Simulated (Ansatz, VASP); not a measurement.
Two plane-wave programs on LiF

Contents of INCAR:

```
PREC     = Accurate       # precision mode
ENCUT    = 520            # plane-wave cutoff, eV
EDIFF    = 1E-6           # SCF threshold, eV
ISMEAR   = 0              # smearing method
SIGMA    = 0.1            # smearing width, eV
LREAL    = F              # projectors in reciprocal space
LASPH    = T              # aspherical terms in the spheres
NELM     = 80             # most SCF steps
ALGO     = Normal         # electronic algorithm
ISIF     = 2              # what is computed and relaxed
LWAVE    = F              # write WAVECAR
LCHARG   = F              # write CHGCAR
GGA      = PE             # functional
NBANDS   = 12             # bands
```

Contents of KPOINTS:

```
regular mesh
0
Gamma
  10 10 10
```

Contents of POSCAR:

```
LiF
1.0
   -1.2575715400      1.2575715400      2.1664640000
    1.2575715400     -1.2575715400      2.1664640000
    1.2575715400      1.2575715400     -2.1664640000
Li F
1 1
Direct
    0.2919075800      0.2919075800      0.0000000000
    0.7080924200      0.7080924200      0.0000000000
```

Input for Ansatz:

```yaml
crystal:
  lattice:
    - [-1.25757154, 1.25757154, 2.166464]
    - [1.25757154, -1.25757154, 2.166464]
    - [1.25757154, 1.25757154, -2.166464]
  atoms:
    - { symbol: Li, position: [0.29190758, 0.29190758, 0.0] }
    - { symbol: F, position: [0.70809242, 0.70809242, 0.0] }
basis:
  ecutwfc: 420
kpoints:
  mp_grid: { grid: [10, 10, 10] }
hamiltonian:
  xc: pbe
scf:
  occupations: { method: gaussian, width: 0.1 }
  lower_state_search: "off"
output:
  forces: true
  stress: true
  eigenvalues: true
```

Alike in both runs: task single point; functional PBE; k mesh 10 × 10 × 10; occupations gaussian, width 0.1 eV; no spin polarisation.

```csv
,VASP,Ansatz
version,VASP 6.6.1,Ansatz 0.2.0
potentials or method,"VASP PAW PBE potentials, release 64 (Li_sv, F), cutoff 520 eV","scalar-relativistic, plane waves, PAW"
valence electrons in the cell,10,10
```

Ansatz gave:

```
gap on the k mesh at the Fermi level (eV) : 10.38
least direct gap on the mesh (eV)         : 10.55
rms of the force components (eV/Å)        : 0.094
```

Estimate VASP's values.

gap on the k mesh at the Fermi level (eV): 10.38; least direct gap on the mesh (eV): 10.53; rms of the force components (eV/Å): 0.099.

Atom by atom the forces differ by 0.004 eV/Å (rms over components). The functional is the same, so the differences come from potentials, cutoffs and numerics.

Noted on VASP's run: the cutoff is under 1.25 times that of the potentials, so the pressure is a little rough.
